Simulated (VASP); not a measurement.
Wanted: the native input for a VASP 6.6.1 run.

| Property | Result |
| --- | --- |
| Task | single point |
| Functional | PBEsol |
| Potentials or basis | VASP PAW PBE potentials, release 64 (Ni, Ti_sv) |
| Cutoff | 520 eV |
| k mesh | 10 × 10 × 8 |
| Occupations | fermi-dirac, width 0.05 eV |
| Spin | collinear spin, ferromagnetic start |
| Starting moments | [1.0, 1.0] μB |
| Dipole correction | no |
| Further INCAR settings | ALGO = Normal; EDIFF = 1e-07; NBANDS = 22 |

The structure of TiNi lies in POSCAR:

```
TiNi
1.0
    2.7718045364      0.0000000000      0.0000000000
    0.0000000000      2.7718045364      0.0000000000
    0.0000000000      0.0000000000      3.6285392204
Ni Ti
1 1
Direct
    0.0000000000      0.0000000000      0.0000000000
    0.5000000000      0.5000000000      0.5000000000
```

The input as run:

INCAR

```
PREC     = Accurate       # precision mode
ENCUT    = 520            # plane-wave cutoff, eV
EDIFF    = 1E-7           # SCF threshold, eV
ISMEAR   = -1             # smearing method
SIGMA    = 0.05           # smearing width, eV
LREAL    = False          # projectors in reciprocal space
LASPH    = True           # aspherical terms in the spheres
NELM     = 150            # most SCF steps
ALGO     = Normal         # electronic algorithm
ISIF     = 2              # what is computed and relaxed
LWAVE    = False          # write WAVECAR
LCHARG   = False          # write CHGCAR
ISPIN    = 2              # spin polarisation
MAGMOM   = 1 1            # initial moments
LORBIT   = 11             # projections on sites
LMAXMIX  = 4              # l up to which the mixer works
GGA      = PS             # functional
NBANDS   = 22             # bands
```

KPOINTS

```
regular mesh
0
Gamma
  10 10 8
```

Potentials or basis: VASP PAW PBE potentials, release 64 (Ni, Ti_sv).

Run with:

```sh
$ cat potpaw_PBE.64/Ni/POTCAR potpaw_PBE.64/Ti_sv/POTCAR > POTCAR
$ mpirun -np 1 vasp_std > vasp.out
```

It gave:

| Item | Value |
| --- | --- |
| Pressure | -11.4 GPa |
| Band gap on the k mesh | zero (filled and empty bands overlap) |
| Net moment | 0.00 μB per cell |
| Valence electrons inside the program's atomic spheres | Ni 9.28; Ti 10.25 |

Caveat: the cell stands under tension; the PAW data sets were made with another functional, which shifts forces and pressure a little.

It took 120 s on 1 thread of Intel(R) Xeon(R) Platinum 8259CL CPU @ 2.50GHz (Skylake/Cascade Lake) (shared host), peak memory 0.23 GiB.
